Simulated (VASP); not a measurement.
# Sb in VASP: a series of runs, part 2 of 2

VASP 6.6.1. The steps go on from the part before.

**4. Electric field gradients, PBE (equal xy, yz and zx shear strains of +1 %)**

Input file INCAR:

```
ALGO = Normal ; EDIFF = 1E-8
ENCUT = 520 ; GGA = PE
ISIF = 2 ; ISMEAR = -1
LASPH = T ; LCHARG = F
LEFG = T ; LREAL = F
LWAVE = F ; NBANDS = 8
NELM = 60 ; PREC = Accurate
SIGMA = 0.05
```

Input file KPOINTS:

```
k-points
0
Gamma
  19 19 19
```

Input file POSCAR:

```
Sb
1.0
   -1.4850750000      1.5098750000      2.4800000000
    1.5098750000     -1.4850750000      2.4800000000
    1.5001250000      1.5001250000     -2.4649500000
Sb
1
Direct
    0.0000000000      0.0000000000      0.0000000000
```

Potentials or basis: VASP PAW PBE potentials, release 64 (Sb).

The run is started by

```bash
> cat potpaw_PBE.64/Sb/POTCAR > POTCAR
> mpirun -np 1 vasp_std > vasp.out
```

OUTCAR:

```text
EDIFF = 1E-8
   ENCUT = 520
   GGA = PE
   ISIF = 2
   ISMEAR = -1
   LASPH = T
   LREAL = F
   NELM = 60
   PREC = Accurate

 ion  position               nearest neighbor table
   1  0.000  0.000  0.000-

  Warning from LATTYP: Got some problem with cell dimensions!
  Tried to take original basis but could not verify dimensions!
  LATTYP: Found a base centered monoclinic cell.
 ALAT       =     4.2781726257
 B/A-ratio  =     0.9900252466
 C/A-ratio  =     0.7601816367
 COS(beta)  =    -0.6469803571

  Lattice vectors:

 A1 = (  -0.0150500000,  -3.0100000000,  -0.0150500000)
 A2 = (  -3.0100000000,  -0.0150500000,  -0.0150500000)
 A3 = (   1.5001250000,   1.5001250000,  -2.4649500000)

Analysis of symmetry for initial positions (statically):
=====================================================================
 Subroutine PRICEL returns:
 Original cell was already a primitive cell.

 Routine SETGRP: Setting up the symmetry group for a
 base centered monoclinic supercell.

 Subroutine GETGRP returns: Found  4 space group operations
 (whereof  4 operations were pure point group operations)
 out of a pool of  4 trial point group operations.

The static configuration has the point symmetry C_2h.

Analysis of symmetry for dynamics (positions and initial velocities):
=====================================================================
 Subroutine PRICEL returns:
 Original cell was already a primitive cell.

 Routine SETGRP: Setting up the symmetry group for a
 base centered monoclinic supercell.

 Subroutine GETGRP returns: Found  4 space group operations
 (whereof  4 operations were pure point group operations)
 out of a pool of  4 trial point group operations.

The dynamic configuration has the point symmetry C_2h.

 Subroutine INISYM returns: Found  4 space group operations
 (whereof  4 operations are pure point group operations),
 and found     1 'primitive' translations

----------------------------------------------------------------------------------------

                                     Primitive cell

  volume of cell :      22.4674

  direct lattice vectors                    reciprocal lattice vectors
    -1.485075000  1.509875000  2.480000000    -0.002656047  0.331239344  0.199969987
     1.509875000 -1.485075000  2.480000000     0.331239344 -0.002656047  0.199969987
     1.500125000  1.500125000 -2.464950000     0.330589496  0.330589496 -0.003305895

  length of vectors
     3.261222205  3.261222205  3.252188268     0.386929649  0.386929649  0.467535836

  position of ions in fractional coordinates (direct lattice)
     0.000000000  0.000000000  0.000000000

  ion indices of the primitive-cell ions
   primitive index   ion index
                 1           1
[... 67 lines left out ...]
   LNONCOLLINEAR =      F non collinear calculations
   LSORBIT =      F    spin-orbit coupling
   LASPH  =      T    aspherical Exc in radial PAW
   ENCUT  =  520.0 eV  38.22 Ry    6.18 a.u.   6.06  6.06  6.05*2*pi/ulx,y,z
   NELM   =     60;   NELMIN=  2; NELMDL= -5     # of ELM steps
   EDIFF  = 0.1E-07   stopping-criterion for ELM
   LREAL  =      F    real-space projection
   EDIFFG = 0.1E-06   stopping-criterion for IOM
   NSW    =      0    number of steps for IOM
   IBRION =     -1    ionic relax: 0-MD 1-quasi-New 2-CG
   NFREE  =      0    steps in history (QN), initial steepest desc. (CG)
   ISIF   =      2    stress and relaxation
   ISYM   =      2    0-nonsym 1-usesym 2-fastsym
   POTIM  = 0.5000    time-step for ionic-motion
   TEBEG  =    0.0;   TEEND  =   0.0 temperature during run
   PSTRESS=    0.0 pullay stress
   NELECT =       5.0000    total number of electrons
   NUPDOWN=      -1.0000    fix difference up-down
   EMIN   =  10.00;   EMAX   =-10.00  energy-range for DOS
   EFERMI =   0.00;   METHOD = LEGACY
   ISMEAR =    -1;   SIGMA  =   0.05  broadening in eV -4-tet -1-fermi 0-gaus
   EFERMI_NEDOS =   21; number of points for ismear=-14 and -15
   IALGO  =     38    algorithm
   IMIX   =      4    mixing-type and parameters
     AMIX     =   0.40;   BMIX     =  1.00
     AMIX_MAG =   1.60;   BMIX_MAG =  1.00
  volume/ion in A,a.u.               =      22.47       151.62
  Fermi-wavevector in a.u.,A,eV,Ry     =   0.992082  1.874763 13.391209  0.984226
  Thomas-Fermi vector in A             =   2.123868
   LORBIT       =      0    0 simple, 1 ext, 2 COOP (PROOUT), +10 PAW based schemes
   GGA     = PE    functional components
   LHFCALC =     F    Hartree Fock is set to
   AEXX    =    0.0000 exact exchange contribution
   IVDW    =     0    specifies the selected vdW correction
   LEPSILON=     F    determine dielectric tensor
   LRPA    =     F    only Hartree local field effects (RPA)
 non-spin polarized calculation
  energy-cutoff  :      520.00
  volume of cell :       22.47
 maximum number of plane-waves:       629
   NGX = 13   NGY = 13   NGZ = 11

 number of electron       5.0000000 magnetization

 Free energy of the ion-electron system (eV)
  ---------------------------------------------------
  ext. energy  EPLUGINS =         0.00000000
  ---------------------------------------------------
  free energy    TOTEN  =        -3.58726369 eV

  energy without entropy =       -3.58255285  energy(sigma->0) =       -3.58490827

 E-fermi :  11.1424     XC(G=0): -11.0392

 val. band max:       11.1409975463   @ k =   0.3684   0.1053   0.3684
 cond. band min:      11.1443775026   @ k =  -0.0526   0.1053   0.3684
 fundamental gap:      0.0033799564
 Fermi energy:        11.1424433666

 k-point     1 :       0.0000    0.0000    0.0000
  band No.  band energies     occupation
      1      -3.4163      2.00000
      2      17.5605      0.00000
      3      17.8527      0.00000
      4      17.9461      0.00000
      5      21.1800      0.00000
      6      21.5512      0.00000
      7      22.2386      0.00000
      8      22.2550      0.00000
[... 243 lines left out ...]
 k-point    24 :      -0.2632    0.0526   -0.0000
  band No.  band energies     occupation
      1      -1.9020      2.00000
      2      10.3458      2.00000
      3      15.1114      0.00000
      4      17.2964      0.00000
      5      19.5112      0.00000
      6      21.4394      0.00000
      7      23.0891      0.00000
      8      23.4703      0.00000

 [... further k-points ...]
[... 5 lines left out ...]
  --------------------------------------------------------------------------------------
  -------------------------------------------------------------------------------------
  Total        2.7974468      2.7974468      2.4994359      0.0335279     -0.0061628     -0.0061628
  in kB      199.4895756    199.4895756    178.2380325      2.3909203     -0.4394781     -0.4394776
  external PRESSURE =     192.4057279 kB  Pullay stress =       0.0000000 kB

 VOLUME and BASIS-vectors are now :
 -----------------------------------------------------------------------------
  energy-cutoff  :      520.00
  volume of cell :       22.47
      direct lattice vectors                 reciprocal lattice vectors
    -1.485075000  1.509875000  2.480000000    -0.002656047  0.331239344  0.199969987
     1.509875000 -1.485075000  2.480000000     0.331239344 -0.002656047  0.199969987
     1.500125000  1.500125000 -2.464950000     0.330589496  0.330589496 -0.003305895

 POSITION                                       TOTAL-FORCE (eV/Angst)
 -----------------------------------------------------------------------------------
      0.00000      0.00000      0.00000         0.000000     -0.000000      0.000000
 -----------------------------------------------------------------------------------
    total drift:                                0.000000      0.000000     -0.000000

  FREE ENERGIE OF THE ION-ELECTRON SYSTEM (eV)
  ---------------------------------------------------
  free  energy   TOTEN  =        -3.5872636949 eV

  energy  without entropy=       -3.5825528506  energy(sigma->0) =       -3.58490827

 Electric field gradients (V/A^2)
---------------------------------------------------------------------
 ion       V_xx      V_yy      V_zz      V_xy      V_xz      V_yz
---------------------------------------------------------------------
   1     -18.345   -18.345    36.690     1.288    -3.734    -3.734
---------------------------------------------------------------------

 Electric field gradients after diagonalization (V/A^2)
 (convention: |V_zz| > |V_xx| > |V_yy|)
----------------------------------------------------------------------
 ion       V_xx      V_yy      V_zz     asymmetry (V_yy - V_xx)/ V_zz
----------------------------------------------------------------------
   1     -19.633   -17.571    37.204       0.055
----------------------------------------------------------------------

           NMR quadrupolar parameters

 Cq : quadrupolar parameter    Cq=e*Q*V_zz/h
 eta: asymmetry parameters     (V_yy - V_xx)/ V_zz
 Q  : nuclear electric quadrupole moment in mb (millibarn)
----------------------------------------------------------------------
 ion       Cq(MHz)       eta       Q (mb)
----------------------------------------------------------------------
   1       0.090       0.055       1.000
----------------------------------------------------------------------
```

OSZICAR:

```text
N       E                     dE             d eps       ncg     rms          rms(c)
DAV:   1     0.555521352848E+01    0.55552E+01   -0.17311E+03 29520   0.417E+02
DAV:   2    -0.350607725724E+01   -0.90613E+01   -0.87220E+01 41104   0.549E+01
DAV:   3    -0.359401156737E+01   -0.87934E-01   -0.87593E-01 34968   0.606E+00
DAV:   4    -0.359424057232E+01   -0.22900E-03   -0.22900E-03 44712   0.368E-01
DAV:   5    -0.359424095970E+01   -0.38738E-06   -0.38671E-06 36792   0.954E-03    0.246E+00
DAV:   6    -0.358986971632E+01    0.43712E-02   -0.77480E-04 40464   0.158E-01    0.145E+00
DAV:   7    -0.358726769416E+01    0.26020E-02   -0.18364E-03 33992   0.239E-01    0.394E-02
DAV:   8    -0.358726379589E+01    0.38983E-05   -0.49122E-05 43736   0.510E-02    0.637E-03
DAV:   9    -0.358726404576E+01   -0.24986E-06   -0.75552E-07 39072   0.645E-03    0.276E-03
DAV:  10    -0.358726375530E+01    0.29046E-06   -0.64018E-08 40200   0.137E-03    0.334E-04
DAV:  11    -0.358726371709E+01    0.38207E-07   -0.26688E-09 28096   0.350E-04    0.101E-04
DAV:  12    -0.358726369842E+01    0.18676E-07   -0.21623E-10 17712   0.106E-04    0.176E-05
DAV:  13    -0.358726369494E+01    0.34750E-08   -0.23416E-11 16072   0.376E-05
   1 F= -.35872637E+01 E0= -.35849083E+01  d E =-.471084E-02
```

stdout:

```text
POSCAR found type information on POSCAR Sb
 POSCAR found :  1 types and       1 ions
 scaLAPACK will be used
 LDA part: xc-table for (Slater+PW92), standard interpolation
 POSCAR, INCAR and KPOINTS ok, starting setup
 FFT: planning ... GRIDC
 FFT: planning ... GRID_SOFT
 FFT: planning ... GRID
 WAVECAR not read
 entering main loop
ion   1
```

It took 4.2 min on 1 thread of Oxide Virtual Turin-like, shared host; peak memory 0.39 GiB.

Results:

```
Free energy : -3.5873 eV
Pressure    : 19.2 GPa
```

Stress tensor (GPa, compression positive):
```
19.95  0.24 -0.04
 0.24 19.95 -0.04
-0.04 -0.04 17.82
```

Electric field gradients, principal values (V/Å²):
| atom | least | middle | greatest (by size) |
| --- | --- | --- | --- |
| 1 Sb | -17.571 | -19.633 | 37.204 |

Caveat: the cell differs from its parent crystal (equal xy, yz and zx shear strains of +1 %); without QUAD_EFG the Cq values of the log hold for a quadrupole moment of 1 mb, not for the nuclei; spin-orbit coupling is left out, which moves the levels of the heavy elements.
